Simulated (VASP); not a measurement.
Here is a VASP 6.6.1 calculation.

File INCAR:

```
SYSTEM = In
PREC = Accurate
ENCUT = 520
EDIFF = 1E-8
ISMEAR = -1
SIGMA = 0.05
LREAL = .False.
LASPH = .True.
NELM = 80
ALGO = Normal
ISIF = 2
LWAVE = .False.
LCHARG = .False.
LEFG = .True.
NBANDS = 12
```

Contents of KPOINTS:

```
regular mesh
0
Gamma
  14 14 14
  0 0 0
```

File POSCAR:

```
In
1.0
   -1.6041723059      1.6041723059      2.4405141445
    1.6041723059     -1.6041723059      2.4405141445
    1.6041723059      1.6041723059     -2.4405141445
In
1
Direct
    0.0000000000      0.0000000000      0.0000000000
```

Potentials or basis: VASP PAW LDA potentials, release 64 (In_d).

Run with:

```bash
$ cat potpaw_LDA.64/In_d/POTCAR > POTCAR
$ mpirun -np 1 vasp_std > vasp.out
```

Task: Predict the pressure.

Result: -1.0 GPa.

Stress tensor (GPa, compression positive):
```
-1.19  0.00  0.00
 0.00 -1.19  0.00
 0.00  0.00 -0.65
```

Caveat: without QUAD_EFG the Cq values of the log hold for a quadrupole moment of 1 mb, not for the nuclei.
